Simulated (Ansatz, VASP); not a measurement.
## WSe2: VASP beside Ansatz

```
W Se
1.0
     3.32099    0.00000    0.00000
    -1.66049    2.87606    0.00000
     0.00000    0.00000   15.04382
W Se
2 4
Cartesian
  1.6605 0.9587 11.2829
  0.0000 1.9174 3.7610
  0.0000 1.9174 12.9609
  1.6605 0.9587 5.4390
  0.0000 1.9174 9.6048
  1.6605 0.9587 2.0829
```

Alike in both runs: functional PBE; k mesh 12 × 12 × 2; occupations gaussian, width 0.02 eV; no spin polarisation.

Ansatz relaxed the structure, and its values are those at the end. VASP's run is a single point on that final structure, the one shown.

```csv
,VASP,Ansatz
version,VASP 6.6.1,Ansatz 0.2.0
potentials or method,"VASP PAW PBE potentials, release 64 (W_sv, Se), cutoff 520 eV","scalar-relativistic, plane waves, PAW"
valence electrons in the cell,52,92
```

|  | VASP | Ansatz | Ansatz less VASP |
| --- | --- | --- | --- |
| gap on the k mesh at the Fermi level (eV) | 1.46 | 1.46 | -0.001 |
| least direct gap on the mesh (eV) | 1.52 | 1.52 | +0.003 |
| pressure (GPa) | 0.3 | 0.0 | -0.25 |
| rms of the force components (eV/Å) | 0.021 | 0.001 | -0.0208 |

VASP's potentials hold 52 valence electrons a cell and Ansatz's 92, so a difference there can come from the potentials and not from the codes.

Neither program's run includes spin-orbit coupling.
